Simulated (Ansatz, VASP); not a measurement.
# One calculation of Si3P2, two programs

```xyz
5
Lattice="4.3194 0.0000 0.0000 -2.1597 3.7408 0.0000 0.0000 0.0000 4.9525" Properties=species:S:1:pos:R:3 pbc="T T T"
Si    0.0000    0.0000    0.0000
Si    0.0000    2.4938    3.7181
Si    2.1597    1.2469    1.2343
P     0.0000    2.4938    1.2213
P     2.1597    1.2469    3.7312
```

Alike in both runs: functional PBE; k mesh 12 × 12 × 8; occupations gaussian, width 0.1 eV; no spin polarisation.

Ansatz relaxed the structure, and its values are those at the end. VASP's run is a single point on that final structure, the one shown.

|  | VASP | Ansatz |
| --- | --- | --- |
| version | VASP 6.6.1 | Ansatz 0.2.0 |
| potentials or method | VASP PAW PBE potentials, release 64 (Si, P), cutoff 520 eV | scalar-relativistic, plane waves, PAW |
| valence electrons in the cell | 22 | 22 |

```tsv
	VASP	Ansatz	Ansatz less VASP
gap on the k mesh at the Fermi level (eV)	none	none	-
pressure (GPa)	-0.1	0.0	+0.09
```

A gap of «none» marks a metal or a gap that the smearing closes.
